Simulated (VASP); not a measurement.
# KZnF3 (Amm2) in VASP: further runs

The runs below take KZnF3 through single point, with PBE.

Everything below comes from runs of VASP 6.6.1. Logs are shortened: lines on timing, memory, paths and dates and some standing lists are left out, and cuts for length are marked.

## (1) The cell of the first run

Symmetry: Amm2, No. 38, orthorhombic system. Conventional cell: a = 4.050 Å, b = 5.728 Å, c = 5.728 Å, α = 90.00°, β = 90.00°, γ = 90.00°. K (site symmetry mm2) has 12 F at 2.56 to 3.16 Å and 8 Zn at 3.51 Å within 3.6 Å. Zn (site symmetry mm2) has 6 F at 2.02 to 2.05 Å within 2.7 Å. F (site symmetry mm2) has 2 Zn at 2.05 Å and 3 K at 2.56 to 2.88 Å and 4 F at 2.73 Å within 2.9 Å. F (site symmetry m) has 2 Zn at 2.02 Å and 6 F at 2.73 to 2.86 Å and 4 K at 2.86 Å within 2.9 Å.

## (2) Single point, PBE (atom 3 (F) moved by (-0.300, +0.000) A along [1 1 0] and z)

Input file INCAR:

```
ALGO = Normal
EDIFF = 1E-7
ENCUT = 520
GGA = PE
ISIF = 2
ISMEAR = 0
LASPH = True
LCHARG = False
LREAL = False
LWAVE = False
NBANDS = 29
NELM = 60
PREC = Accurate
SIGMA = 0.05
```

Input file KPOINTS:

```
k-points
0
Gamma
  6 6 6
```

Input file POSCAR:

```
KZnF3
1.0
    4.0500000000      0.0000000000      0.0000000000
    0.0000000000      4.0500000000      0.0000000000
    0.0000000000      0.0000000000      4.0500000000
K Zn F
1 1 3
Direct
    0.0000000000      0.0000000000      0.0000000000
    0.5000000000      0.5000000000      0.5000000000
    0.4476217199      0.4476217199      0.0000000000
    0.0000000000      0.5000000000      0.5000000000
    0.5000000000      0.0000000000      0.5000000000
```

Potentials or basis: VASP PAW PBE potentials, release 64 (K_sv, Zn, F).

Run with:

```console
$ cat potpaw_PBE.64/K_sv/POTCAR potpaw_PBE.64/Zn/POTCAR potpaw_PBE.64/F/POTCAR > POTCAR
$ mpirun -np 1 vasp_std > vasp.out
```

OUTCAR:

```text
EDIFF = 1E-7
   ENCUT = 520
   GGA = PE
   ISIF = 2
   ISMEAR = 0
   LASPH = True
   LREAL = False
   NELM = 60
   PREC = Accurate

 ion  position               nearest neighbor table
   1  0.000  0.000  0.000-   3 2.56
   2  0.500  0.500  0.500-   4 2.02   5 2.02   5 2.02   4 2.02   3 2.05   3 2.05
   3  0.448  0.448  0.000-   2 2.05   2 2.05   1 2.56
   4  0.000  0.500  0.500-   2 2.02   2 2.02
   5  0.500  0.000  0.500-   2 2.02   2 2.02

  LATTYP: Found a simple cubic cell.
 ALAT       =     4.0500000000

  Lattice vectors:

 A1 = (   4.0500000000,   0.0000000000,   0.0000000000)
 A2 = (   0.0000000000,   4.0500000000,   0.0000000000)
 A3 = (   0.0000000000,   0.0000000000,   4.0500000000)

Analysis of symmetry for initial positions (statically):
=====================================================================
 Subroutine PRICEL returns:
 Original cell was already a primitive cell.

 Routine SETGRP: Setting up the symmetry group for a
 simple cubic supercell.

 Subroutine GETGRP returns: Found  4 space group operations
 (whereof  4 operations were pure point group operations)
 out of a pool of 48 trial point group operations.

The static configuration has the point symmetry C_2v.

Analysis of symmetry for dynamics (positions and initial velocities):
=====================================================================
 Subroutine PRICEL returns:
 Original cell was already a primitive cell.

 Routine SETGRP: Setting up the symmetry group for a
 simple cubic supercell.

 Subroutine GETGRP returns: Found  4 space group operations
 (whereof  4 operations were pure point group operations)
 out of a pool of 48 trial point group operations.

The dynamic configuration has the point symmetry C_2v.

 Subroutine INISYM returns: Found  4 space group operations
 (whereof  4 operations are pure point group operations),
 and found     1 'primitive' translations

----------------------------------------------------------------------------------------

                                     Primitive cell

  volume of cell :      66.4301

[... 88 lines left out ...]
   ISPIN  =      1    spin polarized calculation?
   LNONCOLLINEAR =      F non collinear calculations
   LSORBIT =      F    spin-orbit coupling
   LASPH  =      T    aspherical Exc in radial PAW
   ENCUT  =  520.0 eV  38.22 Ry    6.18 a.u.   7.53  7.53  7.53*2*pi/ulx,y,z
   NELM   =     60;   NELMIN=  2; NELMDL= -5     # of ELM steps
   EDIFF  = 0.1E-06   stopping-criterion for ELM
   LREAL  =      F    real-space projection
   EDIFFG = 0.1E-05   stopping-criterion for IOM
   NSW    =      0    number of steps for IOM
   IBRION =     -1    ionic relax: 0-MD 1-quasi-New 2-CG
   NFREE  =      0    steps in history (QN), initial steepest desc. (CG)
   ISIF   =      2    stress and relaxation
   ISYM   =      2    0-nonsym 1-usesym 2-fastsym
   POTIM  = 0.5000    time-step for ionic-motion
   TEBEG  =    0.0;   TEEND  =   0.0 temperature during run
   PSTRESS=    0.0 pullay stress
   NELECT =      42.0000    total number of electrons
   NUPDOWN=      -1.0000    fix difference up-down
   EMIN   =  10.00;   EMAX   =-10.00  energy-range for DOS
   EFERMI =   0.00;   METHOD = LEGACY
   ISMEAR =     0;   SIGMA  =   0.05  broadening in eV -4-tet -1-fermi 0-gaus
   EFERMI_NEDOS =   21; number of points for ismear=-14 and -15
   IALGO  =     38    algorithm
   IMIX   =      4    mixing-type and parameters
     AMIX     =   0.40;   BMIX     =  1.00
     AMIX_MAG =   1.60;   BMIX_MAG =  1.00
  volume/ion in A,a.u.               =      13.29        89.66
  Fermi-wavevector in a.u.,A,eV,Ry     =   1.405086  2.655228 26.861528  1.974267
  Thomas-Fermi vector in A             =   2.527583
   LORBIT       =      0    0 simple, 1 ext, 2 COOP (PROOUT), +10 PAW based schemes
   GGA     = PE    functional components
   LHFCALC =     F    Hartree Fock is set to
   AEXX    =    0.0000 exact exchange contribution
   IVDW    =     0    specifies the selected vdW correction
   LEPSILON=     F    determine dielectric tensor
   LRPA    =     F    only Hartree local field effects (RPA)
 non-spin polarized calculation
 Gauss-broadening in eV      SIGMA  =   0.05
  energy-cutoff  :      520.00
  volume of cell :       66.43
 maximum number of plane-waves:      1811
   NGX = 15   NGY = 15   NGZ = 15

 number of electron      41.9999982 magnetization

 Free energy of the ion-electron system (eV)
  ---------------------------------------------------
  ext. energy  EPLUGINS =         0.00000000
  ---------------------------------------------------
  free energy    TOTEN  =       -20.17273604 eV

  energy without entropy =      -20.17273604  energy(sigma->0) =      -20.17273604

 E-fermi :  -0.5647     XC(G=0):  -9.8759

 val. band max:       -0.7903020505   @ k =   0.5000   0.5000   0.5000
 cond. band min:       2.9637704741   @ k =   0.0000   0.0000   0.0000
 fundamental gap:      3.7540725246
 Fermi energy:        -0.5647404413

 k-point     1 :       0.0000    0.0000    0.0000
  band No.  band energies     occupation
      1     -27.8012      2.00000
      2     -22.3594      2.00000
      3     -21.7521      2.00000
      4     -21.6768      2.00000
      5     -11.2922      2.00000
      6     -11.2917      2.00000
[... 757 lines left out ...]
     28      11.0813      0.00000
     29      12.0938      0.00000

 [... further k-points ...]

------------------------ aborting loop because EDIFF is reached ----------------------------------------

  FORCE on cell =-STRESS in cart. coord.  units (eV):
  Direction    XX          YY          ZZ          XY          YZ          ZX
  --------------------------------------------------------------------------------------
  -------------------------------------------------------------------------------------
  Total        2.1857732      2.1857732      1.8294515      0.1434812      0.0000000      0.0000000
  in kB       52.7169901     52.7169901     44.1231409      3.4605128      0.0000000      0.0000000
  external PRESSURE =      49.8523737 kB  Pullay stress =       0.0000000 kB

 VOLUME and BASIS-vectors are now :
 -----------------------------------------------------------------------------
  energy-cutoff  :      520.00
  volume of cell :       66.43
      direct lattice vectors                 reciprocal lattice vectors
     4.050000000  0.000000000  0.000000000     0.246913580  0.000000000  0.000000000
     0.000000000  4.050000000  0.000000000     0.000000000  0.246913580  0.000000000
     0.000000000  0.000000000  4.050000000     0.000000000  0.000000000  0.246913580

 POSITION                                       TOTAL-FORCE (eV/Angst)
 -----------------------------------------------------------------------------------
      0.00000      0.00000      0.00000        -0.143542     -0.143542      0.000000
      2.02500      2.02500      2.02500        -0.001827     -0.001827      0.000000
      1.81287      1.81287      0.00000         0.478476      0.478476      0.000000
      0.00000      2.02500      2.02500        -0.413720      0.080612      0.000000
      2.02500      0.00000      2.02500         0.080612     -0.413720      0.000000
 -----------------------------------------------------------------------------------
    total drift:                               -0.000277     -0.000277     -0.000003

  FREE ENERGIE OF THE ION-ELECTRON SYSTEM (eV)
  ---------------------------------------------------
  free  energy   TOTEN  =       -20.1727360366 eV

  energy  without entropy=      -20.1727360366  energy(sigma->0) =      -20.17273604
```

stdout:

```text
POSCAR found type information on POSCAR K ZnF
 POSCAR found :  3 types and       5 ions
 scaLAPACK will be used
 LDA part: xc-table for (Slater+PW92), standard interpolation
 POSCAR, INCAR and KPOINTS ok, starting setup
 FFT: planning ... GRIDC
 FFT: planning ... GRID_SOFT
 FFT: planning ... GRID
 WAVECAR not read
 entering main loop
```

It took 51 s on 1 thread of AMD EPYC 9R45 (Zen 5), shared host; peak memory 0.2 GiB.

What came out:

```yaml
Free_energy: -20.1727 eV
Pressure: 5.0 GPa
Largest_force: 0.677 eV/Å
Band_gap_on_the_k_mesh: 3.75 eV (least direct gap 5.43 eV)
```

Forces in eV/Å, atoms in the order of the input:
```
K   -0.144 -0.144  0.000
Zn  -0.002 -0.002  0.000
F    0.478  0.478  0.000
F   -0.414  0.081  0.000
F    0.081 -0.414  0.000
```

Caveat: the cell differs from its parent crystal (atom 3 (F) moved by (-0.300, +0.000) A along [1 1 0] and z); the cell stands under pressure.

## (3) Single point, PBE (atom 3 (F) moved by (-0.150, +0.000) A along [1 1 0] and z)

Input file INCAR:

```
SYSTEM = KZnF3
ALGO     = Normal         ! electronic algorithm
EDIFF    = 1E-7           ! SCF threshold, eV
ENCUT    = 520            ! plane-wave cutoff, eV
GGA      = PE             ! functional
ISIF     = 2              ! what is computed and relaxed
ISMEAR   = 0              ! smearing method
LASPH    = .True.         ! aspherical terms in the spheres
LCHARG   = .True.         ! write CHGCAR
LELF     = .True.         ! ELF
LREAL    = .False.        ! projectors in reciprocal space
LVHAR    = .True.       
LWAVE    = .False.        ! write WAVECAR
NBANDS   = 29             ! bands
NELM     = 100            ! most SCF steps
PREC     = Accurate       ! precision mode
SIGMA    = 0.05           ! smearing width, eV
```

Input file KPOINTS:

```
k-points
0
Gamma
  6 6 6
  0 0 0
```

POSCAR, as its differences from that of step 2:

```diff
@@ -10,3 +10,3 @@
     0.5000000000      0.5000000000      0.5000000000
-    0.4476217199      0.4476217199      0.0000000000
+    0.4738108600      0.4738108600      0.0000000000
     0.0000000000      0.5000000000      0.5000000000
```

Potentials or basis: VASP PAW PBE potentials, release 64 (K_sv, Zn, F).

Run with:

```console
$ cat potpaw_PBE.64/K_sv/POTCAR potpaw_PBE.64/Zn/POTCAR potpaw_PBE.64/F/POTCAR > POTCAR
$ mpirun -np 1 vasp_std > vasp.out
```

OUTCAR:

```text
SYSTEM = KZnF3
   EDIFF = 1E-7
   ENCUT = 520
   GGA = PE
   ISIF = 2
   ISMEAR = 0
   LASPH = .True.
   LREAL = .False.
   NELM = 100
   PREC = Accurate

 ion  position               nearest neighbor table
   1  0.000  0.000  0.000-   3 2.71
   2  0.500  0.500  0.500-   4 2.02   5 2.02   5 2.02   4 2.02   3 2.03   3 2.03
   3  0.474  0.474  0.000-   2 2.03   2 2.03   1 2.71
   4  0.000  0.500  0.500-   2 2.02   2 2.02
   5  0.500  0.000  0.500-   2 2.02   2 2.02

  LATTYP: Found a simple cubic cell.
 ALAT       =     4.0500000000

  Lattice vectors:

 A1 = (   4.0500000000,   0.0000000000,   0.0000000000)
 A2 = (   0.0000000000,   4.0500000000,   0.0000000000)
 A3 = (   0.0000000000,   0.0000000000,   4.0500000000)

Analysis of symmetry for initial positions (statically):
=====================================================================
 Subroutine PRICEL returns:
 Original cell was already a primitive cell.

 Routine SETGRP: Setting up the symmetry group for a
 simple cubic supercell.

 Subroutine GETGRP returns: Found  4 space group operations
 (whereof  4 operations were pure point group operations)
 out of a pool of 48 trial point group operations.

The static configuration has the point symmetry C_2v.

Analysis of symmetry for dynamics (positions and initial velocities):
=====================================================================
 Subroutine PRICEL returns:
 Original cell was already a primitive cell.

 Routine SETGRP: Setting up the symmetry group for a
 simple cubic supercell.

 Subroutine GETGRP returns: Found  4 space group operations
 (whereof  4 operations were pure point group operations)
 out of a pool of 48 trial point group operations.

[... 120 lines left out ...]
   EFERMI =   0.00;   METHOD = LEGACY
   ISMEAR =     0;   SIGMA  =   0.05  broadening in eV -4-tet -1-fermi 0-gaus
   EFERMI_NEDOS =   21; number of points for ismear=-14 and -15
   IALGO  =     38    algorithm
   IMIX   =      4    mixing-type and parameters
     AMIX     =   0.40;   BMIX     =  1.00
     AMIX_MAG =   1.60;   BMIX_MAG =  1.00
  volume/ion in A,a.u.               =      13.29        89.66
  Fermi-wavevector in a.u.,A,eV,Ry     =   1.405086  2.655228 26.861528  1.974267
  Thomas-Fermi vector in A             =   2.527583
   LORBIT       =      0    0 simple, 1 ext, 2 COOP (PROOUT), +10 PAW based schemes
   GGA     = PE    functional components
   LHFCALC =     F    Hartree Fock is set to
   AEXX    =    0.0000 exact exchange contribution
   IVDW    =     0    specifies the selected vdW correction
   LEPSILON=     F    determine dielectric tensor
   LRPA    =     F    only Hartree local field effects (RPA)
 non-spin polarized calculation
 Gauss-broadening in eV      SIGMA  =   0.05
  energy-cutoff  :      520.00
  volume of cell :       66.43
 maximum number of plane-waves:      1811
   NGX = 15   NGY = 15   NGZ = 15

 number of electron      42.0000000 magnetization

 Free energy of the ion-electron system (eV)
  ---------------------------------------------------
  ext. energy  EPLUGINS =         0.00000000
  ---------------------------------------------------
  free energy    TOTEN  =       -20.24345353 eV

  energy without entropy =      -20.24345353  energy(sigma->0) =      -20.24345353

 E-fermi :  -0.4483     XC(G=0):  -9.8783

 val. band max:       -0.7646072027   @ k =   0.5000   0.5000   0.5000
 cond. band min:       3.0183887912   @ k =   0.0000   0.0000   0.0000
 fundamental gap:      3.7829959939
 Fermi energy:        -0.4482758824

 k-point     1 :       0.0000    0.0000    0.0000
  band No.  band energies     occupation
      1     -27.8403      2.00000
      2     -22.3656      2.00000
      3     -21.7440      2.00000
      4     -21.7249      2.00000
      5     -11.3276      2.00000
      6     -11.3275      2.00000
[... 757 lines left out ...]
     28      10.9478      0.00000
     29      12.0076      0.00000

 [... further k-points ...]

------------------------ aborting loop because EDIFF is reached ----------------------------------------

  FORCE on cell =-STRESS in cart. coord.  units (eV):
  Direction    XX          YY          ZZ          XY          YZ          ZX
  --------------------------------------------------------------------------------------
  -------------------------------------------------------------------------------------
  Total        2.0661348      2.0661348      1.9760019      0.0317971      0.0000000      0.0000000
  in kB       49.8315247     49.8315247     47.6576762      0.7668910      0.0000000      0.0000000
  external PRESSURE =      49.1069086 kB  Pullay stress =       0.0000000 kB

 VOLUME and BASIS-vectors are now :
 -----------------------------------------------------------------------------
  energy-cutoff  :      520.00
  volume of cell :       66.43
      direct lattice vectors                 reciprocal lattice vectors
     4.050000000  0.000000000  0.000000000     0.246913580  0.000000000  0.000000000
     0.000000000  4.050000000  0.000000000     0.000000000  0.246913580  0.000000000
     0.000000000  0.000000000  4.050000000     0.000000000  0.000000000  0.246913580

 POSITION                                       TOTAL-FORCE (eV/Angst)
 -----------------------------------------------------------------------------------
      0.00000      0.00000      0.00000        -0.045524     -0.045524      0.000000
      2.02500      2.02500      2.02500         0.009633      0.009633      0.000000
      1.91893      1.91893      0.00000         0.205543      0.205543      0.000000
      0.00000      2.02500      2.02500        -0.208689      0.039037      0.000000
      2.02500      0.00000      2.02500         0.039037     -0.208689      0.000000
 -----------------------------------------------------------------------------------
    total drift:                                0.000477      0.000477      0.000002

  FREE ENERGIE OF THE ION-ELECTRON SYSTEM (eV)
  ---------------------------------------------------
  free  energy   TOTEN  =       -20.2434535336 eV

  energy  without entropy=      -20.2434535336  energy(sigma->0) =      -20.24345353
```

OSZICAR:

```text
N       E                     dE             d eps       ncg     rms          rms(c)
DAV:   1     0.438582717537E+03    0.43858E+03   -0.22161E+04  3016   0.174E+03
DAV:   2     0.179662185437E+02   -0.42062E+03   -0.40023E+03  3316   0.448E+02
DAV:   3    -0.215069004109E+02   -0.39473E+02   -0.39167E+02  3614   0.142E+02
DAV:   4    -0.224902893878E+02   -0.98339E+00   -0.98088E+00  4626   0.209E+01
DAV:   5    -0.225025474415E+02   -0.12258E-01   -0.12254E-01  3658   0.199E+00    0.114E+01
DAV:   6    -0.202089513665E+02    0.22936E+01   -0.64389E+00  4356   0.350E+01    0.702E+00
DAV:   7    -0.202680490424E+02   -0.59098E-01   -0.14060E+00  3331   0.741E+00    0.452E+00
DAV:   8    -0.202816165626E+02   -0.13568E-01   -0.48799E-01  3992   0.135E+01    0.160E+00
DAV:   9    -0.202453819025E+02    0.36235E-01   -0.86410E-02  4698   0.878E+00    0.531E-01
DAV:  10    -0.202433722165E+02    0.20097E-02   -0.57234E-02  4480   0.518E+00    0.238E-01
DAV:  11    -0.202435069506E+02   -0.13473E-03   -0.91900E-03  3572   0.931E-01    0.112E-01
DAV:  12    -0.202436251103E+02   -0.11816E-03   -0.36851E-04  3441   0.224E-01    0.112E-01
DAV:  13    -0.202434440960E+02    0.18101E-03   -0.11342E-03  4598   0.107E+00    0.214E-02
DAV:  14    -0.202434538827E+02   -0.97867E-05   -0.15586E-04  4276   0.190E-01    0.876E-03
DAV:  15    -0.202434539895E+02   -0.10678E-06   -0.98600E-06  4472   0.310E-02    0.475E-03
DAV:  16    -0.202434537337E+02    0.25574E-06   -0.15457E-06  3752   0.132E-02    0.184E-03
DAV:  17    -0.202434535602E+02    0.17355E-06   -0.28453E-07  2921   0.169E-02    0.415E-04
DAV:  18    -0.202434535336E+02    0.26602E-07   -0.93800E-08  1920   0.321E-03
   1 F= -.20243454E+02 E0= -.20243454E+02  d E =-.249453E-20
```

stdout:

```text
POSCAR found type information on POSCAR K ZnF
 POSCAR found :  3 types and       5 ions
 scaLAPACK will be used
 LDA part: xc-table for (Slater+PW92), standard interpolation
 POSCAR, INCAR and KPOINTS ok, starting setup
 FFT: planning ... GRIDC
 FFT: planning ... GRID_SOFT
 FFT: planning ... GRID
 WAVECAR not read
 entering main loop
```

Wall time 57 s (1 thread of AMD EPYC 9R45 (Zen 5), shared host); peak memory 0.2 GiB.

Results:

* Free energy: -20.2435 eV
* Pressure: 4.9 GPa
* Largest force: 0.291 eV/Å
* Band gap on the k mesh: 3.78 eV (least direct gap 5.59 eV)

Forces on the atoms (eV/Å):
```
K   -0.046 -0.046  0.000
Zn   0.010  0.010  0.000
F    0.206  0.206  0.000
F   -0.209  0.039  0.000
F    0.039 -0.209  0.000
```

Stress tensor (GPa, compression positive):
```
4.98 0.08 0.00
0.08 4.98 0.00
0.00 0.00 4.77
```

Caveat: the cell differs from its parent crystal (atom 3 (F) moved by (-0.150, +0.000) A along [1 1 0] and z); the cell stands under pressure.
